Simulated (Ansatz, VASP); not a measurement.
**Two plane-wave programs on Sc**

```
CELL_PARAMETERS angstrom
3.40806 0.00000 0.00000
-1.70403 2.95147 0.00000
0.00000 0.00000 5.26800
ATOMIC_POSITIONS crystal
Sc 0.33333 0.66667 0.25000
Sc 0.66667 0.33333 0.75000
```

Change from the starting cell: strain +0.030 along x and y, +0.000 along z, atoms carried along.

Alike in both runs: task single point; functional PBE; k mesh 18 × 18 × 10; occupations gaussian, width 0.15 eV; no spin polarisation.

|  | VASP | Ansatz |
| --- | --- | --- |
| version | VASP 6.6.1 | Ansatz 0.2.0 |
| potentials or method | VASP PAW PBE potentials, release 64 (Sc_sv), cutoff 520 eV | scalar-relativistic, plane waves, PAW |
| valence electrons in the cell | 22 | 22 |

```csv
,VASP,Ansatz,Ansatz less VASP
gap on the k mesh at the Fermi level (eV),none,none,-
pressure (GPa),-3.4,-3.4,-0.03
"traceless stress, the component that is largest in VASP (GPa)",0.44,0.43,-0.003
```

A gap of «none» marks a metal or a gap that the smearing closes. With one functional, cell and mesh, what is left measures potentials, basis and numerics.
